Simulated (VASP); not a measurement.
# Pt (Fd-3m) in VASP: notebook

Pt is run at these levels: PBE; tasks: density of states.

All numbers are computed with VASP 6.6.1; they aren't measurements. Logs are shortened: lines on timing, memory, paths and dates and some standing lists are left out, and cuts for length are marked.

### Step 1. The cell of the first run

Symmetry: Fd-3m, No. 227, cubic system. Conventional cell: a = 5.271 Å, b = 5.271 Å, c = 5.271 Å, α = 90.00°, β = 90.00°, γ = 90.00°. Pt (site symmetry -43m) has 4 Pt at 2.28 Å within 3.0 Å.

### Step 2. Density of states, PBE (volume scaled by 0.76)

POSCAR reads:

```
Pt
1.0
    0.0000000000      2.6353112793      2.6353112793
    2.6353112793      0.0000000000      2.6353112793
    2.6353112793      2.6353112793      0.0000000000
Pt
2
Direct
   -0.1250000000     -0.1250000000     -0.1250000000
    0.1250000000      0.1250000000      0.1250000000
```

INCAR.step1 reads:

```
SYSTEM = Pt
ALGO = Normal ; EDIFF = 1E-6
ENCUT = 520 ; GGA = PE
ISIF = 2 ; ISMEAR = -1
LASPH = .True. ; LCHARG = .True.
LMAXMIX = 4 ; LREAL = .False.
LWAVE = .False. ; NBANDS = 17
NELM = 60 ; PREC = Accurate
SIGMA = 0.05
```

KPOINTS.step1 reads:

```
k-points
0
Gamma
  14 14 14
  0 0 0
```

INCAR.step2 reads:

```
SYSTEM = Pt
ALGO = Normal ; EDIFF = 1E-6
ENCUT = 520 ; GGA = PE
ICHARG = 11 ; ISIF = 2
ISMEAR = -5 ; LASPH = .True.
LCHARG = .False. ; LMAXMIX = 4
LORBIT = 10 ; LREAL = .False.
LWAVE = .False. ; NEDOS = 2001
NELM = 60 ; PREC = Accurate
SIGMA = 0.05
```

KPOINTS.step2 reads:

```
k-points
0
Gamma
  21 21 21
  0 0 0
```

Potentials or basis: VASP PAW PBE potentials, release 64 (Pt).

Command:

```console
> cat potpaw_PBE.64/Pt/POTCAR > POTCAR
> cp INCAR.step1 INCAR
> cp KPOINTS.step1 KPOINTS
> mpirun -np 1 vasp_std > vasp.out
> cp INCAR.step2 INCAR
> cp KPOINTS.step2 KPOINTS
> mpirun -np 1 vasp_std > vasp.out
```

OUTCAR:

```text
SYSTEM = Pt
   EDIFF = 1E-6
   ENCUT = 520
   GGA = PE
   ICHARG = 11
   ISIF = 2
   ISMEAR = -5
   LASPH = .True.
   LORBIT = 10
   LREAL = .False.
   NELM = 60
   PREC = Accurate

 ion  position               nearest neighbor table
   1  0.875  0.875  0.875-   2 2.28   2 2.28   2 2.28   2 2.28
   2  0.125  0.125  0.125-   1 2.28   1 2.28   1 2.28   1 2.28

  LATTYP: Found a face centered cubic cell.
 ALAT       =     5.2706225586

  Lattice vectors:

 A1 = (   0.0000000000,   2.6353112793,   2.6353112793)
 A2 = (   2.6353112793,   0.0000000000,   2.6353112793)
 A3 = (   2.6353112793,   2.6353112793,   0.0000000000)

Analysis of symmetry for initial positions (statically):
=====================================================================
 Subroutine PRICEL returns:
 Original cell was already a primitive cell.

 Routine SETGRP: Setting up the symmetry group for a
 face centered cubic supercell.

 Subroutine GETGRP returns: Found 48 space group operations
 (whereof 12 operations were pure point group operations)
 out of a pool of 48 trial point group operations.

The static configuration has the point symmetry D_3d.
 The point group associated with its full space group is O_h .

Analysis of symmetry for dynamics (positions and initial velocities):
=====================================================================
 Subroutine PRICEL returns:
 Original cell was already a primitive cell.

 Routine SETGRP: Setting up the symmetry group for a
 face centered cubic supercell.

 Subroutine GETGRP returns: Found 48 space group operations
 (whereof 12 operations were pure point group operations)
 out of a pool of 48 trial point group operations.

The dynamic configuration has the point symmetry D_3d.
 The point group associated with its full space group is O_h .

 Subroutine INISYM returns: Found 48 space group operations
 (whereof 12 operations are pure point group operations),
 and found     1 'primitive' translations

----------------------------------------------------------------------------------------

                                     Primitive cell

  volume of cell :      36.6038

  direct lattice vectors                    reciprocal lattice vectors
     0.000000000  2.635311279  2.635311279    -0.189730907  0.189730907  0.189730907
     2.635311279  0.000000000  2.635311279     0.189730907 -0.189730907  0.189730907
     2.635311279  2.635311279  0.000000000     0.189730907  0.189730907 -0.189730907

  length of vectors
     3.726892952  3.726892952  3.726892952     0.328623571  0.328623571  0.328623571

  position of ions in fractional coordinates (direct lattice)
     0.875000000  0.875000000  0.875000000
     0.125000000  0.125000000  0.125000000

  ion indices of the primitive-cell ions
   primitive index   ion index
                 1           1
                 2           2

----------------------------------------------------------------------------------------

 KPOINTS: k-points

Automatic generation of k-mesh.
 Grid dimensions read from file:
 generate k-points for:   21   21   21

 Generating k-lattice:

  Cartesian coordinates                     Fractional coordinates (reciprocal lattice)
    -0.009034805  0.009034805  0.009034805     0.047619048  0.000000000  0.000000000
     0.009034805 -0.009034805  0.009034805     0.000000000  0.047619048  0.000000000
     0.009034805  0.009034805 -0.009034805     0.000000000  0.000000000  0.047619048

  Length of vectors
     0.015648741  0.015648741  0.015648741

  Shift w.r.t. Gamma in fractional coordinates (k-lattice)
     0.000000000  0.000000000  0.000000000

 TETIRR: Found   1276 inequivalent tetrahedra from    55566

 Subroutine IBZKPT returns following result:
 ===========================================

 Found    286 irreducible k-points:

 Following reciprocal coordinates:
            Coordinates               Weight
  0.000000  0.000000  0.000000      1.000000
  0.047619  0.000000  0.000000      8.000000
  0.095238  0.000000  0.000000      8.000000
  0.142857  0.000000  0.000000      8.000000
  0.190476  0.000000  0.000000      8.000000
  0.238095  0.000000  0.000000      8.000000
[... 16 lines left out ...]
 -0.428571  0.047619  0.000000     24.000000
 -0.380952  0.047619  0.000000     24.000000
 [... further k-points ...]
   k-points           NKPTS =    286   k-points in BZ     NKDIM =    286   number of bands    NBANDS=     14
   number of dos      NEDOS =   2001   number of ions     NIONS =      2
   total plane-waves  NPLWV =  21952
   dimension x,y,z NGX =    28 NGY =   28 NGZ =   28
   dimension x,y,z NGXF=    56 NGYF=   56 NGZF=   56
   ions per type =               2
   NGX,Y,Z   is equivalent  to a cutoff of  12.49, 12.49, 12.49 a.u.
   NGXF,Y,Z  is equivalent  to a cutoff of  24.98, 24.98, 24.98 a.u.
 SYSTEM =  Pt
   PREC   = accura    normal or accurate (medium, high low for compatibility)
   ISTART =      0    job   : 0-new  1-cont  2-samecut
   ICHARG =     11    charge: 1-file 2-atom 10-const
   ISPIN  =      1    spin polarized calculation?
   LNONCOLLINEAR =      F non collinear calculations
   LSORBIT =      F    spin-orbit coupling
   LASPH  =      T    aspherical Exc in radial PAW
   ENCUT  =  520.0 eV  38.22 Ry    6.18 a.u.   6.93  6.93  6.93*2*pi/ulx,y,z
   NELM   =     60;   NELMIN=  2; NELMDL=  0     # of ELM steps
   EDIFF  = 0.1E-05   stopping-criterion for ELM
   LREAL  =      F    real-space projection
   EDIFFG = 0.1E-04   stopping-criterion for IOM
   NSW    =      0    number of steps for IOM
   IBRION =     -1    ionic relax: 0-MD 1-quasi-New 2-CG
   NFREE  =      0    steps in history (QN), initial steepest desc. (CG)
   ISIF   =      2    stress and relaxation
   ISYM   =      2    0-nonsym 1-usesym 2-fastsym
   POTIM  = 0.5000    time-step for ionic-motion
   TEBEG  =    0.0;   TEEND  =   0.0 temperature during run
   PSTRESS=    0.0 pullay stress
   NELECT =      20.0000    total number of electrons
   NUPDOWN=      -1.0000    fix difference up-down
   EMIN   =  10.00;   EMAX   =-10.00  energy-range for DOS
   EFERMI =   0.00;   METHOD = LEGACY
   ISMEAR =    -5;   SIGMA  =   0.05  broadening in eV -4-tet -1-fermi 0-gaus
   EFERMI_NEDOS =   21; number of points for ismear=-14 and -15
   IALGO  =     38    algorithm
   IMIX   =      4    mixing-type and parameters
     AMIX     =   0.40;   BMIX     =  1.00
     AMIX_MAG =   1.60;   BMIX_MAG =  1.00
  volume/ion in A,a.u.               =      18.30       123.51
  Fermi-wavevector in a.u.,A,eV,Ry     =   1.338370  2.529153 24.371227  1.791235
  Thomas-Fermi vector in A             =   2.466846
   LORBIT       =     10    0 simple, 1 ext, 2 COOP (PROOUT), +10 PAW based schemes
   GGA     = PE    functional components
   LHFCALC =     F    Hartree Fock is set to
   AEXX    =    0.0000 exact exchange contribution
   IVDW    =     0    specifies the selected vdW correction
   LEPSILON=     F    determine dielectric tensor
   LRPA    =     F    only Hartree local field effects (RPA)
 non-spin polarized calculation
 Fermi weights with tetrahedron method with Bloechl corrections
  energy-cutoff  :      520.00
  volume of cell :       36.60
 maximum number of plane-waves:      1002

 number of electron      20.0000003 magnetization

 Free energy of the ion-electron system (eV)
  ---------------------------------------------------
  ext. energy  EPLUGINS =         0.00000000
  ---------------------------------------------------
  free energy    TOTEN  =        -8.35986717 eV

  energy without entropy =       -8.35986717  energy(sigma->0) =       -8.35986717

 E-fermi :   9.0532     XC(G=0): -11.9537

 val. band max:        9.0744465011   @ k =  -0.3810   0.4762   0.1429
 cond. band min:       9.0015902729   @ k =   0.1905   0.0000   0.0000
 fundamental gap:     -0.0728562282
 Fermi energy:         9.0531808716

 k-point     1 :       0.0000    0.0000    0.0000
  band No.  band energies     occupation
      1      -0.2691      2.00000
      2       2.3702      2.00000
      3       2.3702      2.00000
      4       2.8983      2.00000
      5       2.8983      2.00000
      6       2.8983      2.00000
      7       6.2535      2.00000
      8       6.2535      2.00000
      9       6.2535      2.00000
     10       9.0599      0.68475
     11       9.0599      0.00000
     12      20.3644      0.00000
     13      20.5300      0.00000
     14      21.9725      0.00000

 k-point     2 :       0.0476    0.0000    0.0000
  band No.  band energies     occupation
      1      -0.2241      2.00000
      2       2.3329      2.00000
      3       2.3329      2.00000
      4       2.8927      2.00000
      5       2.9524      2.00000
      6       2.9524      2.00000
      7       6.2153      2.00000
      8       6.2452      2.00000
      9       6.2452      2.00000
     10       9.0578      1.61214
     11       9.0578      0.00522
     12      20.2388      0.00000
     13      20.3736      0.00000
     14      21.9363      0.00000

 k-point     3 :       0.0952    0.0000    0.0000
  band No.  band energies     occupation
      1      -0.0911      2.00000
      2       2.2572      2.00000
      3       2.2572      2.00000
      4       2.8770      2.00000
      5       3.0744      2.00000
      6       3.0744      2.00000
      7       6.1084      2.00000
      8       6.2256      2.00000
      9       6.2256      2.00000
     10       9.0501      1.98899
     11       9.0501      0.08275
     12      19.4762      0.00000
     13      20.2520      0.00000
     14      21.7505      0.00000
[... 324 lines left out ...]
 k-point    23 :      -0.4286    0.0476    0.0000
  band No.  band energies     occupation
      1       2.0124      2.00000
      2       2.3474      2.00000
      3       2.4067      2.00000
      4       2.7268      2.00000
      5       2.8290      2.00000
      6       3.1192      2.00000
      7       6.2395      2.00000
      8       6.7998      2.00000
      9       7.1012      2.00000
     10       8.4052      2.00000
     11       8.6577      2.00000
     12      10.3849      0.00000
     13      18.0453      0.00000
     14      18.5430      0.00000

 k-point    24 :      -0.3810    0.0476    0.0000
  band No.  band energies     occupation
      1       1.8197      2.00000
      2       2.2170      2.00000
      3       2.4299      2.00000
      4       2.6708      2.00000
      5       2.9612      2.00000
      6       3.2832      2.00000
      7       5.9296      2.00000
      8       6.5941      2.00000
      9       7.0094      2.00000
     10       8.4331      2.00000
     11       8.8050      2.00144
     12      11.2484      0.00000
     13      18.1252      0.00000
     14      18.8769      0.00000

 [... further k-points ...]
[... 5 lines left out ...]
  --------------------------------------------------------------------------------------
  -------------------------------------------------------------------------------------
  Total       14.2163698     14.2163698     14.2163698      0.0000000      0.0000000     -0.0000000
  in kB      622.2623642    622.2623642    622.2623642      0.0000000      0.0000000     -0.0000000
  external PRESSURE =     622.2623642 kB  Pullay stress =       0.0000000 kB

 VOLUME and BASIS-vectors are now :
 -----------------------------------------------------------------------------
  energy-cutoff  :      520.00
  volume of cell :       36.60
      direct lattice vectors                 reciprocal lattice vectors
     0.000000000  2.635311279  2.635311279    -0.189730907  0.189730907  0.189730907
     2.635311279  0.000000000  2.635311279     0.189730907 -0.189730907  0.189730907
     2.635311279  2.635311279  0.000000000     0.189730907  0.189730907 -0.189730907

 POSITION                                       TOTAL-FORCE (eV/Angst)
 -----------------------------------------------------------------------------------
      4.61179      4.61179      4.61179         0.000000      0.000000      0.000000
      0.65883      0.65883      0.65883        -0.000000     -0.000000     -0.000000
 -----------------------------------------------------------------------------------
    total drift:                                0.000000     -0.000000     -0.000000

  FREE ENERGIE OF THE ION-ELECTRON SYSTEM (eV)
  ---------------------------------------------------
  free  energy   TOTEN  =        -8.3598671746 eV

  energy  without entropy=       -8.3598671746  energy(sigma->0) =       -8.35986717

 total charge

# of ion       s       p       d       tot
------------------------------------------
    1        0.888   0.777   8.195   9.861
    2        0.888   0.777   8.195   9.861
--------------------------------------------------
tot          1.777   1.554  16.391  19.721
```

Run time: 1.7 min. Hardware: 1 thread of Intel Xeon Platinum 8375C at 2.90GHz (Ice Lake), shared host; peak memory 0.25 GiB.

What came out:

```yaml
Valence_electrons_inside_the_program's_atomic_spheres: Pt 9.86
```

Levels at points of the mesh, in eV from the Fermi level:
```
           k point  band 7  band 8  band 9  band 10  band 11  band 12  band 13  band 14
(0.00, 0.00, 0.00)   -2.80   -2.80   -2.80     0.01     0.01    11.31    11.48    12.92
```

Caveat: spin-orbit coupling is left out, which moves the levels of the heavy elements; tetrahedron occupations give inexact forces and stress in metals.

### Step 3. Density of states, PBE (volume scaled by 0.92)

POSCAR reads:

```
Pt
1.0
    0.0000000000      2.8086006964      2.8086006964
    2.8086006964      0.0000000000      2.8086006964
    2.8086006964      2.8086006964      0.0000000000
Pt
2
Direct
   -0.1250000000     -0.1250000000     -0.1250000000
    0.1250000000      0.1250000000      0.1250000000
```

INCAR.step1 reads:

```
PREC = Accurate
ENCUT = 520
EDIFF = 1E-6
ISMEAR = -1
SIGMA = 0.05
LREAL = False
LASPH = True
NELM = 100
ALGO = Normal
ISIF = 2
LWAVE = False
LCHARG = True
LMAXMIX = 4
GGA = PE
NBANDS = 17
```

KPOINTS.step1 reads:

```
regular mesh
0
Gamma
  14 14 14
```

INCAR.step2 reads:

```
PREC = Accurate
ENCUT = 520
EDIFF = 1E-6
ISMEAR = -5
SIGMA = 0.05
LREAL = False
LASPH = True
NELM = 100
ALGO = Normal
ISIF = 2
LWAVE = False
LCHARG = False
LMAXMIX = 4
GGA = PE
LORBIT = 11
NEDOS = 1001
ICHARG = 11
```

KPOINTS.step2 reads:

```
regular mesh
0
Gamma
  21 21 21
```

Potentials or basis: VASP PAW PBE potentials, release 64 (Pt).

Command:

```console
> cat potpaw_PBE.64/Pt/POTCAR > POTCAR
> cp INCAR.step1 INCAR
> cp KPOINTS.step1 KPOINTS
> mpirun -np 1 vasp_std > vasp.out
> cp INCAR.step2 INCAR
> cp KPOINTS.step2 KPOINTS
> mpirun -np 1 vasp_std > vasp.out
```

Run time: 2.2 min. Hardware: 1 thread of Intel Xeon Platinum 8375C at 2.90GHz (Ice Lake), shared host; peak memory 0.28 GiB.

The run converged. Its results:

- Valence electrons inside the program's atomic spheres: Pt 9.35

Levels at points of the mesh, in eV from the Fermi level:
| k point | band 7 | band 8 | band 9 | band 10 | band 11 | band 12 | band 13 | band 14 |
| --- | --- | --- | --- | --- | --- | --- | --- | --- |
| (0.00, 0.00, 0.00) | -2.09 | -2.09 | -2.09 | -0.08 | -0.08 | 10.79 | 10.85 | 12.18 |

Caveat: spin-orbit coupling is left out, which moves the levels of the heavy elements; tetrahedron occupations give inexact forces and stress in metals.
